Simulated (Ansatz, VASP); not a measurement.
# One calculation of HgTe, two programs

The input INCAR:

```
PREC = Accurate
ENCUT = 520
EDIFF = 1E-6
ISMEAR = 0
SIGMA = 0.05
LREAL = F
LASPH = T
NELM = 100
ALGO = Normal
ISIF = 2
LWAVE = F
LCHARG = F
GGA = B5
ALDAX = 1.0
AGGAX = 1.0
AGGAC = 1.0
ALDAC = 0.0
NBANDS = 16
```

File KPOINTS:

```
Automatic mesh
0
Gamma
  6 6 6
```

POSCAR

```
HgTe
1.0
    0.0000000000      3.3951777650      3.3951777650
    3.3951777650      0.0000000000      3.3951777650
    3.3951777650      3.3951777650      0.0000000000
Hg Te
1 1
Direct
    0.0000000000      0.0000000000      0.0000000000
    0.2500000000      0.2500000000      0.2500000000
```

Input for Ansatz:

```yaml
crystal:
  lattice:
    - [0.0, 3.395177765, 3.395177765]
    - [3.395177765, 0.0, 3.395177765]
    - [3.395177765, 3.395177765, 0.0]
  atoms:
    - { symbol: Hg, position: [0.0, 0.0, 0.0] }
    - { symbol: Te, position: [0.25, 0.25, 0.25] }
basis:
  ecutwfc: 420
  ecutrho_ratio: 4
kpoints:
  mp_grid: { grid: [6, 6, 6] }
hamiltonian:
  xc: blyp
scf:
  occupations: { method: gaussian, width: 0.05 }
output:
  forces: true
  stress: true
  eigenvalues: true
```

Alike in both runs: task single point; functional BLYP; k mesh 6 × 6 × 6; occupations gaussian, width 0.05 eV; no spin polarisation.

|  | VASP | Ansatz |
| --- | --- | --- |
| version | VASP 6.6.1 | Ansatz 0.2.0 |
| potentials or method | VASP PAW PBE potentials, release 64 (Hg, Te), cutoff 520 eV | scalar-relativistic, plane waves, PAW |
| valence electrons in the cell | 18 | 36 |

Ansatz gave:

```
gap on the k mesh at the Fermi level (eV) : none
pressure (GPa)                            : 0.6
```

**Question.** What did VASP give for the same quantities?

**Answer.** gap on the k mesh at the Fermi level (eV): none; pressure (GPa): 0.7.

VASP's potentials were made for PBE, not for BLYP. A gap of «none» marks a metal or a gap that the smearing closes. VASP's potentials hold 18 valence electrons a cell and Ansatz's 36, so a difference there can come from the potentials and not from the codes.

Neither program's run includes spin-orbit coupling.
